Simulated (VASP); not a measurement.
Input of a VASP 6.6.1 run:

File INCAR:

```
PREC     = Accurate       # precision mode
ENCUT    = 520            # plane-wave cutoff, eV
EDIFF    = 1E-8           # SCF threshold, eV
ISMEAR   = -1             # smearing method
SIGMA    = 0.02           # smearing width, eV
LREAL    = F              # projectors in reciprocal space
LASPH    = T              # aspherical terms in the spheres
NELM     = 100            # most SCF steps
ALGO     = Normal         # electronic algorithm
ISIF     = 2              # what is computed and relaxed
LWAVE    = F              # write WAVECAR
LCHARG   = F              # write CHGCAR
GGA      = PE             # functional
LEFG     = T            
NBANDS   = 64             # bands
```

File KPOINTS:

```
Automatic mesh
0
Gamma
  5 5 5
```

File POSCAR:

```
SnO2
1.0
   -3.2488970000      3.4144700000      3.4140210000
    3.2488970000     -3.4144700000      3.4140210000
    3.2488970000      3.4144700000     -3.4140210000
Sn O
4 8
Direct
    0.9964010000      0.2464010000      0.7500000000
    0.0035990000      0.7535990000      0.2500000000
    0.5000000000      0.5000000000      0.5000000000
    0.5000000000      0.0000000000      0.0000000000
    0.1935040000      0.1962260000      0.5027220000
    0.6975650000      0.7540600000      0.9435050000
    0.1935040000      0.6907820000      0.9972780000
    0.3105550000      0.7540600000      0.5564950000
    0.6894450000      0.2459400000      0.4435050000
    0.3024350000      0.2459400000      0.0564950000
    0.8064960000      0.3092180000      0.0027220000
    0.8064960000      0.8037740000      0.4972780000
```

Potentials or basis: VASP PAW PBE potentials, release 64 (Sn_d, O).

Run with:

```bash
$ cat potpaw_PBE.64/Sn_d/POTCAR potpaw_PBE.64/O/POTCAR > POTCAR
$ mpirun -np 1 vasp_std > vasp.out
```

Task: What does it give for the pressure?

Result: -0.2 GPa.

Task: Predict the largest force.

Result: 0.058 eV/Å.

Task: What does it give for the band gap on the k mesh?

Result: 0.62 eV.

Forces in eV/Å, atoms in the order of the input:
```
Sn   0.000  0.000  0.058
Sn   0.000  0.000 -0.058
Sn   0.000  0.000  0.000
Sn   0.000  0.000  0.000
O   -0.032  0.000 -0.016
O    0.000 -0.017 -0.032
O    0.032  0.000 -0.016
O    0.000  0.017 -0.032
O    0.000 -0.017  0.032
O    0.000  0.017  0.032
O   -0.032  0.000  0.016
O    0.032  0.000  0.016
```

Caveat: without QUAD_EFG the Cq values of the log hold for a quadrupole moment of 1 mb, not for the nuclei; spin-orbit coupling is left out, which moves the levels of the heavy elements. A hybrid or GW would open this gap; PBE tends to underestimate it.
